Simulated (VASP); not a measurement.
ZrO2, 3 atoms in the cell. It takes space group Fm-3m (No. 225, cubic). The conventional cell has a = 5.056 Å, b = 5.056 Å, c = 5.056 Å, α = 90.00°, β = 90.00°, γ = 90.00°. Within 2.9 Å of Zr (site symmetry m-3m) lie 8 O at 2.19 Å. O (site symmetry -43m) has 4 Zr at 2.19 Å and 6 O at 2.53 Å within 2.9 Å. 

| Property | Result |
| --- | --- |
| Program | VASP 6.6.1 |
| Task | single point |
| Functional | r2SCAN |
| Potentials or basis | VASP PAW PBE potentials, release 64 (Zr_sv, O) |
| Cutoff | 660 eV |
| k mesh | 9 × 9 × 9 |
| Occupations | fermi-dirac, width 0.05 eV |
| Spin | no spin polarisation |
| Dipole correction | no |
| Further INCAR settings | ALGO = Normal; EDIFF = 1e-06; NBANDS = 19 |

Potentials or basis: VASP PAW PBE potentials, release 64 (Zr_sv, O).

Command:

```console
$ cat potpaw_PBE.64/Zr_sv/POTCAR potpaw_PBE.64/O/POTCAR > POTCAR
$ cp INCAR.step1 INCAR
$ mpirun -np 1 vasp_std > vasp.out
$ cp INCAR.step2 INCAR
$ mpirun -np 1 vasp_std > vasp.out
```

Hardware: 1 thread of Oxide Virtual Turin-like Processor, on a shared host.

Task: How long does it take, and how much memory?

Result: It took 4.6 min on 1 thread of Oxide Virtual Turin-like Processor, on a shared host, peak memory 0.16 GiB. Counts: k points 35.
